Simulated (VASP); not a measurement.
# Cd (Im-3m) in VASP: single point with r2SCAN

Aim: the single point of Cd with r2SCAN.

Program: VASP 6.6.1. These are calculated values, not measurements. Logs are shortened: lines on timing, memory, paths and dates and some standing lists are left out, and cuts for length are marked.

## 1. The cell of the first run

Symmetry: Im-3m, No. 229, cubic system. The conventional cell has a = 3.569 Å, b = 3.569 Å, c = 3.569 Å, α = 90.00°, β = 90.00°, γ = 90.00°. Within 4.1 Å of Cd (site symmetry m-3m) lie 14 Cd at 3.09 to 3.57 Å.

This isn't the form of Cd at room conditions, which is hcp.

## 2. Single point, r2SCAN

POSCAR

```
Cd
1.0
   -1.7843220000      1.7843220000      1.7843220000
    1.7843220000     -1.7843220000      1.7843220000
    1.7843220000      1.7843220000     -1.7843220000
Cd
1
Direct
    0.0000000000      0.0000000000      0.0000000000
```

INCAR.step1

```
  PREC = Accurate
  ENCUT = 550
  ISMEAR = 0
  SIGMA = 0.1
  LREAL = F
  LASPH = T
  NELM = 120
  NBANDS = 12
  GGA = PE
  ALGO = Normal
  EDIFF = 1E-5
  LWAVE = T
  LCHARG = F
  GGA_COMPAT = F
```

INCAR.step2

```
  PREC = Accurate
  ENCUT = 550
  EDIFF = 1E-6
  ISMEAR = 0
  SIGMA = 0.1
  LREAL = F
  LASPH = T
  NELM = 120
  ALGO = Normal
  ISIF = 2
  LWAVE = F
  LCHARG = F
  METAGGA = R2SCAN
  LMIXTAU = T
  NBANDS = 12
  ISTART = 1
  GGA_COMPAT = F
```

KPOINTS

```
regular mesh
0
Gamma
  8 8 8
```

Potentials or basis: VASP PAW PBE potentials, release 64 (Cd).

Started as:

```
$ cat potpaw_PBE.64/Cd/POTCAR > POTCAR
$ cp INCAR.step1 INCAR
$ mpirun -np 1 vasp_std > vasp.out
$ cp INCAR.step2 INCAR
$ mpirun -np 1 vasp_std > vasp.out
```

OUTCAR:

```text
PREC = Accurate
   ENCUT = 550
   EDIFF = 1E-6
   ISMEAR = 0
   LREAL = F
   LASPH = T
   NELM = 120
   ISIF = 2
   METAGGA = R2SCAN
   ISTART = 1

 ion  position               nearest neighbor table
   1  0.000  0.000  0.000-

  LATTYP: Found a body centered cubic cell.
 ALAT       =     3.5686440000

  Lattice vectors:

 A1 = (  -1.7843220000,   1.7843220000,   1.7843220000)
 A2 = (   1.7843220000,  -1.7843220000,   1.7843220000)
 A3 = (   1.7843220000,   1.7843220000,  -1.7843220000)

Analysis of symmetry for initial positions (statically):
=====================================================================
 Subroutine PRICEL returns:
 Original cell was already a primitive cell.

 Routine SETGRP: Setting up the symmetry group for a
 body centered cubic supercell.

 Subroutine GETGRP returns: Found 48 space group operations
 (whereof 48 operations were pure point group operations)
 out of a pool of 48 trial point group operations.

The static configuration has the point symmetry O_h .

Analysis of symmetry for dynamics (positions and initial velocities):
=====================================================================
 Subroutine PRICEL returns:
 Original cell was already a primitive cell.

 Routine SETGRP: Setting up the symmetry group for a
 body centered cubic supercell.

 Subroutine GETGRP returns: Found 48 space group operations
 (whereof 48 operations were pure point group operations)
 out of a pool of 48 trial point group operations.

The dynamic configuration has the point symmetry O_h .

 Subroutine INISYM returns: Found 48 space group operations
 (whereof 48 operations are pure point group operations),
 and found     1 'primitive' translations

----------------------------------------------------------------------------------------

                                     Primitive cell

  volume of cell :      22.7237

  direct lattice vectors                    reciprocal lattice vectors
    -1.784322000  1.784322000  1.784322000     0.000000000  0.280218481  0.280218481
     1.784322000 -1.784322000  1.784322000     0.280218481  0.000000000  0.280218481
     1.784322000  1.784322000 -1.784322000     0.280218481  0.280218481  0.000000000

  length of vectors
     3.090536361  3.090536361  3.090536361     0.396288776  0.396288776  0.396288776

  position of ions in fractional coordinates (direct lattice)
[... 82 lines left out ...]
   NFREE  =      0    steps in history (QN), initial steepest desc. (CG)
   ISIF   =      2    stress and relaxation
   ISYM   =      2    0-nonsym 1-usesym 2-fastsym
   POTIM  = 0.5000    time-step for ionic-motion
   TEBEG  =    0.0;   TEEND  =   0.0 temperature during run
   PSTRESS=    0.0 pullay stress
   NELECT =      12.0000    total number of electrons
   NUPDOWN=      -1.0000    fix difference up-down
   EMIN   =  10.00;   EMAX   =-10.00  energy-range for DOS
   EFERMI =   0.00;   METHOD = LEGACY
   ISMEAR =     0;   SIGMA  =   0.10  broadening in eV -4-tet -1-fermi 0-gaus
   EFERMI_NEDOS =   21; number of points for ismear=-14 and -15
   IALGO  =     38    algorithm
   IMIX   =      4    mixing-type and parameters
     AMIX     =   0.40;   BMIX     =  1.00
     AMIX_MAG =   1.60;   BMIX_MAG =  1.00
  volume/ion in A,a.u.               =      22.72       153.35
  Fermi-wavevector in a.u.,A,eV,Ry     =   1.323250  2.500581 23.823686  1.750992
  Thomas-Fermi vector in A             =   2.452872
   LORBIT       =      0    0 simple, 1 ext, 2 COOP (PROOUT), +10 PAW based schemes
   METAGGA = R2SCAN    functional components
   LHFCALC =     F    Hartree Fock is set to
   AEXX    =    0.0000 exact exchange contribution
   IVDW    =     0    specifies the selected vdW correction
   LEPSILON=     F    determine dielectric tensor
   LRPA    =     F    only Hartree local field effects (RPA)
 non-spin polarized calculation
 Gauss-broadening in eV      SIGMA  =   0.10
  energy-cutoff  :      550.00
  volume of cell :       22.72
 maximum number of plane-waves:       682
   NGX = 11   NGY = 11   NGZ = 11

 number of electron      12.0000007 magnetization

 Free energy of the ion-electron system (eV)
  ---------------------------------------------------
  ext. energy  EPLUGINS =         0.00000000
  ---------------------------------------------------
  free energy    TOTEN  =       -19.99411535 eV

  energy without entropy =      -19.99174212  energy(sigma->0) =      -19.99292874

 E-fermi :   2.4425     XC(G=0): -11.5536

 val. band max:        2.2941538091   @ k =   0.3750   0.2500   0.0000
 cond. band min:       2.4950170755   @ k =   0.3750   0.2500   0.0000
 fundamental gap:      0.2008632664
 Fermi energy:         2.4425291387

 k-point     1 :       0.0000    0.0000    0.0000
  band No.  band energies     occupation
      1      -7.0577      2.00000
      2      -7.0577      2.00000
      3      -7.0577      2.00000
      4      -6.4432      2.00000
      5      -6.4432      2.00000
      6      -6.3278      2.00000
      7      18.6279      0.00000
      8      18.6279      0.00000
      9      18.6279      0.00000
     10      19.2734      0.00000
     11      19.2734      0.00000
     12      19.2734      0.00000
[... 331 lines left out ...]
 k-point    24 :      -0.3750    0.3750    0.2500
  band No.  band energies     occupation
      1      -7.1822      2.00000
      2      -6.9844      2.00000
      3      -6.7739      2.00000
      4      -6.5828      2.00000
      5      -6.2594      2.00000
      6      -0.3626      2.00000
      7       6.5627      0.00000
      8       8.9922      0.00000
      9      11.1296      0.00000
     10      13.6124      0.00000
     11      19.7490      0.00000
     12      22.5133      0.00000

 [... further k-points ...]

------------------------ aborting loop because EDIFF is reached ----------------------------------------

  FORCE on cell =-STRESS in cart. coord.  units (eV):
  Direction    XX          YY          ZZ          XY          YZ          ZX
  --------------------------------------------------------------------------------------
  -------------------------------------------------------------------------------------
  Total       -0.2338404     -0.2338404     -0.2338404      0.0000000      0.0000000     -0.0000000
  in kB      -16.4873360    -16.4873360    -16.4873360      0.0000000      0.0000000     -0.0000000
  external PRESSURE =     -16.4873360 kB  Pullay stress =       0.0000000 kB

 VOLUME and BASIS-vectors are now :
 -----------------------------------------------------------------------------
  energy-cutoff  :      550.00
  volume of cell :       22.72
      direct lattice vectors                 reciprocal lattice vectors
    -1.784322000  1.784322000  1.784322000     0.000000000  0.280218481  0.280218481
     1.784322000 -1.784322000  1.784322000     0.280218481  0.000000000  0.280218481
     1.784322000  1.784322000 -1.784322000     0.280218481  0.280218481  0.000000000

 POSITION                                       TOTAL-FORCE (eV/Angst)
 -----------------------------------------------------------------------------------
      0.00000      0.00000      0.00000         0.000000      0.000000     -0.000000
 -----------------------------------------------------------------------------------
    total drift:                                0.000000     -0.000000      0.000000

  FREE ENERGIE OF THE ION-ELECTRON SYSTEM (eV)
  ---------------------------------------------------
  free  energy   TOTEN  =       -19.9941153533 eV

  energy  without entropy=      -19.9917421230  energy(sigma->0) =      -19.99292874
```

Wall time 33 s (1 thread of Intel Xeon 8259CL, shared host); peak memory 0.14 GiB.

What came out:

```yaml
Free_energy: -19.9941 eV
Pressure: -1.6 GPa
Band_gap_on_the_k_mesh: zero (bands 6 and 7 overlap by 4.56 eV)
```

Caveat: the PAW data sets were made with another functional, which shifts forces and pressure a little.
